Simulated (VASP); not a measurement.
Input of a VASP 6.6.1 run:

Contents of POSCAR:

```
Ir
1.0
    0.0000000000      1.9221825440      1.9221825440
    1.9221825440      0.0000000000      1.9221825440
    1.9221825440      1.9221825440      0.0000000000
Ir
1
Direct
    0.0000000000      0.0000000000      0.0000000000
```

INCAR.step1

```
PREC = Accurate ; ENCUT = 550
ISMEAR = 0 ; SIGMA = 0.05
LREAL = F ; LASPH = T
NELM = 120 ; NBANDS = 14
GGA = PE ; ALGO = Normal
EDIFF = 1E-5 ; LWAVE = T
LCHARG = F ; GGA_COMPAT = F
```

The input INCAR.step2:

```
PREC = Accurate ; ENCUT = 550
EDIFF = 1E-6 ; ISMEAR = 0
SIGMA = 0.05 ; LREAL = F
LASPH = T ; NELM = 120
ALGO = Normal ; ISIF = 2
LWAVE = F ; LCHARG = T
METAGGA = R2SCAN ; LMIXTAU = T
LELF = T ; LVHAR = T
NBANDS = 14 ; ISTART = 1
GGA_COMPAT = F
```

The input KPOINTS:

```
Automatic mesh
0
Gamma
  18 18 18
```

Potentials or basis: VASP PAW PBE potentials, release 64 (Ir_sv_GW).

Command:

```bash
$ cat potpaw_PBE.64/Ir_sv_GW/POTCAR > POTCAR
$ cp INCAR.step1 INCAR
$ mpirun -np 1 vasp_std > vasp.out
$ cp INCAR.step2 INCAR
$ mpirun -np 1 vasp_std > vasp.out
```

Task: What does it give for the pressure?

Result: -2.3 GPa.

Caveat: the PAW data sets were made with another functional, which shifts forces and pressure a little.
